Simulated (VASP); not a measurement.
# Al5Ni (Cmmm) in VASP: a series of runs

Runs on Al5Ni. Level: PBE. Tasks: single point, relaxation of cell and atoms.

All numbers are computed with VASP 6.6.1; they aren't measurements. Logs are shortened: lines on timing, memory, paths and dates and some standing lists are left out, and cuts for length are marked.

## (1) The cell of the first run

It takes space group Cmmm (No. 65, orthorhombic). Conventional cell: a = 4.364 Å, b = 13.092 Å, c = 3.086 Å, α = 90.00°, β = 90.00°, γ = 90.00°. Al (site symmetry mmm) has 4 Ni at 2.67 Å and 10 Al at 2.67 to 3.09 Å within 3.5 Å. Al (site symmetry m2m) has 12 Al at 2.67 to 3.09 Å and 2 Ni at 3.09 Å within 3.5 Å. Al (site symmetry m2m) has 12 Al at 2.67 to 3.09 Å and 2 Ni at 2.67 Å within 3.5 Å. Within 3.5 Å of Ni (site symmetry mmm) lie 12 Al at 2.67 to 3.09 Å and 2 Ni at 3.09 Å.

## (2) Single point, PBE, collinear spin, ferromagnetic start

INCAR

```
SYSTEM = Al5Ni
ALGO     = Normal         ! electronic algorithm
EDIFF    = 1E-6           ! SCF threshold, eV
ENCUT    = 520            ! plane-wave cutoff, eV
GGA      = PE             ! functional
ISIF     = 2              ! what is computed and relaxed
ISMEAR   = 0              ! smearing method
ISPIN    = 2              ! spin polarisation
LASPH    = .TRUE.         ! aspherical terms in the spheres
LCHARG   = .TRUE.         ! write CHGCAR
LELF     = .TRUE.         ! ELF
LMAXMIX  = 4              ! l up to which the mixer works
LORBIT   = 11             ! projections on sites
LREAL    = .FALSE.        ! projectors in reciprocal space
LVHAR    = .TRUE.       
LWAVE    = .FALSE.        ! write WAVECAR
MAGMOM   = 0 0 0 0 0 2    ! initial moments
NBANDS   = 26             ! bands
NELM     = 150            ! most SCF steps
PREC     = Accurate       ! precision mode
SIGMA    = 0.1            ! smearing width, eV
```

KPOINTS

```
k-points
0
G
  4 4 6
  0 0 0
```

POSCAR

```
Al5Ni
1.0
    2.1819852500     -6.5459557500      0.0000000000
    2.1819852500      6.5459557500      0.0000000000
    0.0000000000      0.0000000000      3.0857931300
Al Ni
5 1
Direct
    0.5000000000      0.5000000000      0.5000000000
    0.3333333300      0.6666666700      0.0000000000
    0.1666666700      0.8333333300      0.5000000000
    0.8333333300      0.1666666700      0.5000000000
    0.6666666700      0.3333333300      0.0000000000
    0.0000000000      0.0000000000      0.0000000000
```

Potentials or basis: VASP PAW PBE potentials, release 64 (Al, Ni).

Launch:

```sh
cat potpaw_PBE.64/Al/POTCAR potpaw_PBE.64/Ni/POTCAR > POTCAR
mpirun -np 1 vasp_std > vasp.out
```

OUTCAR:

```text
SYSTEM = Al5Ni
   EDIFF = 1E-6
   ENCUT = 520
   GGA = PE
   ISIF = 2
   ISMEAR = 0
   ISPIN = 2
   LASPH = .TRUE.
   LORBIT = 11
   LREAL = .FALSE.
   NELM = 150
   PREC = Accurate

 ion  position               nearest neighbor table
   1  0.500  0.500  0.500-   6 2.67   6 2.67   6 2.67   6 2.67   5 2.67   5 2.67   2 2.67   2 2.67
                             3 3.09   4 3.09   3 3.09   4 3.09
   2  0.333  0.667  0.000-   3 2.67   3 2.67   4 2.67   4 2.67   4 2.67   4 2.67   1 2.67   1 2.67
                             5 3.09   5 3.09   6 3.09   6 3.09
   3  0.167  0.833  0.500-   2 2.67   2 2.67   5 2.67   5 2.67   5 2.67   5 2.67   6 2.67   6 2.67
                             4 3.09   4 3.09   1 3.09   1 3.09
   4  0.833  0.167  0.500-   5 2.67   5 2.67   2 2.67   2 2.67   2 2.67   2 2.67   6 2.67   6 2.67
                             3 3.09   3 3.09   1 3.09   1 3.09
   5  0.667  0.333  0.000-   4 2.67   4 2.67   3 2.67   3 2.67   3 2.67   3 2.67   1 2.67   1 2.67
                             2 3.09   2 3.09   6 3.09   6 3.09
   6  0.000  0.000  0.000-   1 2.67   1 2.67   1 2.67   1 2.67   3 2.67   4 2.67   4 2.67   3 2.67
                             5 3.09   2 3.09   5 3.09   2 3.09

  LATTYP: Found a base centered orthorhombic cell.
 ALAT       =     4.3639705000
 B/A-ratio  =     3.0000000000
 C/A-ratio  =     0.7071067804

  Lattice vectors:

 A1 = (   2.1819852500,  -6.5459557500,   0.0000000000)
 A2 = (   2.1819852500,   6.5459557500,   0.0000000000)
 A3 = (   0.0000000000,   0.0000000000,   3.0857931300)

Analysis of symmetry for initial positions (statically):
=====================================================================
 Subroutine PRICEL returns:
 Original cell was already a primitive cell.

 Routine SETGRP: Setting up the symmetry group for a
 base centered orthorhombic supercell.

 Subroutine GETGRP returns: Found  8 space group operations
 (whereof  8 operations were pure point group operations)
 out of a pool of  8 trial point group operations.

The static configuration has the point symmetry D_2h.

Analysis of symmetry for dynamics (positions and initial velocities):
=====================================================================
 Subroutine PRICEL returns:
 Original cell was already a primitive cell.

 Routine SETGRP: Setting up the symmetry group for a
 base centered orthorhombic supercell.

 Subroutine GETGRP returns: Found  8 space group operations
 (whereof  8 operations were pure point group operations)
 out of a pool of  8 trial point group operations.

The dynamic configuration has the point symmetry D_2h.

Analysis of structural, dynamic, and magnetic symmetry:
=====================================================================
 Subroutine PRICEL returns:
 Original cell was already a primitive cell.

 Routine SETGRP: Setting up the symmetry group for a
 base centered orthorhombic supercell.

 Subroutine GETGRP returns: Found  8 space group operations
 (whereof  8 operations were pure point group operations)
 out of a pool of  8 trial point group operations.

The overall configuration has the point symmetry D_2h.

 Subroutine INISYM returns: Found  8 space group operations
 (whereof  8 operations are pure point group operations),
 and found     1 'primitive' translations

----------------------------------------------------------------------------------------

                                     Primitive cell

  volume of cell :      88.1499

  direct lattice vectors                    reciprocal lattice vectors
     2.181985250 -6.545955750  0.000000000     0.229149120 -0.076383040  0.000000000
     2.181985250  6.545955750  0.000000000     0.229149120  0.076383040  0.000000000
     0.000000000  0.000000000  3.085793130     0.000000000  0.000000000  0.324065794

  length of vectors
     6.900043211  6.900043211  3.085793130     0.241544381  0.241544381  0.324065794

  position of ions in fractional coordinates (direct lattice)
     0.500000000  0.500000000  0.500000000
     0.333333330  0.666666670  0.000000000
     0.166666670  0.833333330  0.500000000
     0.833333330  0.166666670  0.500000000
     0.666666670  0.333333330  0.000000000
     0.000000000  0.000000000  0.000000000

  ion indices of the primitive-cell ions
   primitive index   ion index
                 1           1
                 2           2
[... 59 lines left out ...]
   number of dos      NEDOS =    301   number of ions     NIONS =      6
   total plane-waves  NPLWV =  69984
   dimension x,y,z NGX =    54 NGY =   54 NGZ =   24
   dimension x,y,z NGXF=   108 NGYF=  108 NGZF=   48
   ions per type =               5   1
   NGX,Y,Z   is equivalent  to a cutoff of  13.01, 13.01, 12.93 a.u.
   NGXF,Y,Z  is equivalent  to a cutoff of  26.02, 26.02, 25.86 a.u.
 SYSTEM =  Al5Ni
   PREC   = accura    normal or accurate (medium, high low for compatibility)
   ISTART =      0    job   : 0-new  1-cont  2-samecut
   ICHARG =      2    charge: 1-file 2-atom 10-const
   ISPIN  =      2    spin polarized calculation?
   LNONCOLLINEAR =      F non collinear calculations
   LSORBIT =      F    spin-orbit coupling
   LASPH  =      T    aspherical Exc in radial PAW
   ENCUT  =  520.0 eV  38.22 Ry    6.18 a.u.  12.83 12.83  5.74*2*pi/ulx,y,z
   NELM   =    150;   NELMIN=  2; NELMDL= -5     # of ELM steps
   EDIFF  = 0.1E-05   stopping-criterion for ELM
   LREAL  =      F    real-space projection
   EDIFFG = 0.1E-04   stopping-criterion for IOM
   NSW    =      0    number of steps for IOM
   IBRION =     -1    ionic relax: 0-MD 1-quasi-New 2-CG
   NFREE  =      0    steps in history (QN), initial steepest desc. (CG)
   ISIF   =      2    stress and relaxation
   ISYM   =      2    0-nonsym 1-usesym 2-fastsym
   POTIM  = 0.5000    time-step for ionic-motion
   TEBEG  =    0.0;   TEEND  =   0.0 temperature during run
   PSTRESS=    0.0 pullay stress
   NELECT =      25.0000    total number of electrons
   NUPDOWN=      -1.0000    fix difference up-down
   EMIN   =  10.00;   EMAX   =-10.00  energy-range for DOS
   EFERMI =   0.00;   METHOD = LEGACY
   ISMEAR =     0;   SIGMA  =   0.10  broadening in eV -4-tet -1-fermi 0-gaus
   EFERMI_NEDOS =   21; number of points for ismear=-14 and -15
   IALGO  =     38    algorithm
   IMIX   =      4    mixing-type and parameters
     AMIX     =   0.40;   BMIX     =  1.00
     AMIX_MAG =   1.60;   BMIX_MAG =  1.00
  volume/ion in A,a.u.               =      14.69        99.14
  Fermi-wavevector in a.u.,A,eV,Ry     =   1.075592  2.032574 15.740558  1.156898
  Thomas-Fermi vector in A             =   2.211453
   LORBIT       =     11    0 simple, 1 ext, 2 COOP (PROOUT), +10 PAW based schemes
   GGA     = PE    functional components
   LHFCALC =     F    Hartree Fock is set to
   AEXX    =    0.0000 exact exchange contribution
   IVDW    =     0    specifies the selected vdW correction
   LEPSILON=     F    determine dielectric tensor
   LRPA    =     F    only Hartree local field effects (RPA)
 spin polarized calculation
 Gauss-broadening in eV      SIGMA  =   0.10
  energy-cutoff  :      520.00
  volume of cell :       88.15
 maximum number of plane-waves:      2404
 NGX is ok and might be reduce to    54
   NGX = 25   NGY = 25   NGZ = 11

 number of electron      25.0000011 magnetization      -0.0043875

 number of electron      25.0000011 magnetization       0.0006793

 Free energy of the ion-electron system (eV)
  ---------------------------------------------------
  ext. energy  EPLUGINS =         0.00000000
  ---------------------------------------------------
  free energy    TOTEN  =       -24.16804826 eV

  energy without entropy =      -24.15569756  energy(sigma->0) =      -24.16187291

 E-fermi :   8.8199     XC(G=0): -10.7869

 val. band max:        8.7768181392   @ k =   0.5000   0.2500   0.3333
 cond. band min:       8.8328419531   @ k =   0.5000   0.0000   0.3333
 fundamental gap:      0.0560238139
 Fermi energy:         8.8198815413

 spin component 1

 k-point     1 :       0.0000    0.0000    0.0000
  band No.  band energies     occupation
      1      -2.6915      1.00000
      2       0.7087      1.00000
      3       1.0305      1.00000
      4       4.6750      1.00000
      5       5.5047      1.00000
      6       5.7778      1.00000
[... 637 lines left out ...]
     23      17.6139      0.00000
     24      17.7357      0.00000

 [... further k-points ...]

 spin component 2

 k-point     1 :       0.0000    0.0000    0.0000
  band No.  band energies     occupation
      1      -2.6914      1.00000
      2       0.7088      1.00000
      3       1.0307      1.00000
      4       4.6751      1.00000
      5       5.5049      1.00000
      6       5.7779      1.00000
[... 637 lines left out ...]
     23      17.6140      0.00000
     24      17.7357      0.00000

 [... further k-points ...]

 [bands above 24 left out]

------------------------ aborting loop because EDIFF is reached ----------------------------------------

  FORCE on cell =-STRESS in cart. coord.  units (eV):
  Direction    XX          YY          ZZ          XY          YZ          ZX
  --------------------------------------------------------------------------------------
  -------------------------------------------------------------------------------------
  Total       -0.6960480      2.3578262      2.2606169      0.0000000      0.0000000      0.0000000
  in kB      -12.6510945     42.8549199     41.0880821      0.0000000      0.0000000      0.0000000
  external PRESSURE =      23.7639692 kB  Pullay stress =       0.0000000 kB

 VOLUME and BASIS-vectors are now :
 -----------------------------------------------------------------------------
  energy-cutoff  :      520.00
  volume of cell :       88.15
      direct lattice vectors                 reciprocal lattice vectors
     2.181985250 -6.545955750  0.000000000     0.229149120 -0.076383040  0.000000000
     2.181985250  6.545955750  0.000000000     0.229149120  0.076383040  0.000000000
     0.000000000  0.000000000  3.085793130     0.000000000  0.000000000  0.324065794

 POSITION                                       TOTAL-FORCE (eV/Angst)
 -----------------------------------------------------------------------------------
      2.18199      0.00000      1.54290         0.000000      0.000000      0.000000
      2.18199      2.18199      0.00000         0.000000     -0.299541      0.000000
      2.18199      4.36397      1.54290         0.000000      1.288928     -0.000000
      2.18199     -4.36397      1.54290         0.000000     -1.288928      0.000000
      2.18199     -2.18199      0.00000         0.000000      0.299541      0.000000
      0.00000      0.00000      0.00000         0.000000      0.000000      0.000000
 -----------------------------------------------------------------------------------
    total drift:                               -0.000000     -0.000000     -0.000000

  FREE ENERGIE OF THE ION-ELECTRON SYSTEM (eV)
  ---------------------------------------------------
  free  energy   TOTEN  =       -24.1680482614 eV

  energy  without entropy=      -24.1556975603  energy(sigma->0) =      -24.16187291

 total charge

# of ion       s       p       d       tot
------------------------------------------
    1        0.407   0.357   0.000   0.765
    2        0.433   0.374   0.000   0.807
    3        0.423   0.357   0.000   0.780
    4        0.423   0.357   0.000   0.780
    5        0.433   0.374   0.000   0.807
    6        0.432   0.369   8.400   9.201
--------------------------------------------------
tot          2.551   2.188   8.400  13.139

 magnetization (x)

# of ion       s       p       d       tot
------------------------------------------
    1        0.000   0.000   0.000   0.000
    2        0.000   0.000   0.000   0.000
    3        0.000  -0.000   0.000   0.000
    4        0.000  -0.000   0.000   0.000
    5        0.000   0.000   0.000   0.000
    6        0.000   0.000   0.000   0.000
--------------------------------------------------
tot          0.000   0.000   0.000   0.000
```

Wall time 4.8 min (1 thread of Intel Xeon 6975P-C, shared host); peak memory 0.35 GiB.

What came out:

```
Free energy                                           : -24.1680 eV
Pressure                                              : 2.4 GPa
Largest force                                         : 1.289 eV/Å
Net moment                                            : 0.00 μB per cell
Valence electrons inside the program's atomic spheres : Al 0.77, 0.81, 0.78; Ni 9.20
```

Forces on the atoms (eV/Å):
```
Al   0.000  0.000  0.000
Al   0.000 -0.300  0.000
Al   0.000  1.289  0.000
Al   0.000 -1.289  0.000
Al   0.000  0.300  0.000
Ni   0.000  0.000  0.000
```

Caveat: the k points lie up to 0.38 Å⁻¹ apart; the starting moments collapsed, and a magnetic state may lie lower; forces of over 1 eV/Å act on the atoms, so gaps and moduli don't describe the material at rest.

(Continued in part 2 of 2.)
